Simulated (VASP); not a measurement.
Crystal: Zr.

```
CELL_PARAMETERS angstrom
3.23923 0.00000 0.00000
-1.61962 2.80526 0.00000
0.00000 0.00000 5.17222
ATOMIC_POSITIONS crystal
Zr 0.33333 0.66667 0.25000
Zr 0.66667 0.33333 0.75000
```

| Item | Value |
| --- | --- |
| Program | VASP 6.6.1 |
| Task | relaxation of cell and atoms |
| Functional | LDA |
| Potentials or basis | VASP PAW LDA potentials, release 64 (Zr_sv) |
| Cutoff | 600 eV |
| k mesh | 12 × 12 × 8 |
| Occupations | gaussian, width 0.1 eV |
| Spin | no spin polarisation |

At the start: pressure -6.8 GPa; volume 23.50 Å³/atom.

Task: Where does the relaxation end?

Result: Over 9 steps the energy falls by 37.5 meV/atom and the volume is 21.82 Å³/atom (-7.2 %); space group P6_3/mmc (No. 194, to 0.1 Å) before and after.

Step by step:
| step | energy change (eV) | largest force (eV/Å) | pressure (GPa) | volume (Å³) |
| --- | --- | --- | --- | --- |
| 1 | 0.0000 | 0.0000 | -6.79 | 47.00 |
| 2 | 0.0047 | 0.0000 | 8.61 | 40.55 |
| 3 | -0.0746 | 0.0000 | -0.11 | 43.70 |
| 4 | -0.0747 | 0.0000 | 0.05 | 43.63 |
| 5 | -0.0748 | 0.0000 | 0.04 | 43.63 |
| 6 | -0.0749 | 0.0000 | 0.03 | 43.62 |
| 7 | -0.0749 | 0.0000 | 0.04 | 43.62 |
| 8 | -0.0749 | 0.0000 | -0.07 | 43.65 |
| 9 | -0.0749 | 0.0000 | 0.01 | 43.64 |

Final structure:
```
Zr
1.0
     3.15394    0.00000    0.00000
    -1.57697    2.73139    0.00000
     0.00000    0.00000    5.06558
Zr
2
Direct
  0.33333 0.66667 0.25000
  0.66667 0.33333 0.75000
```
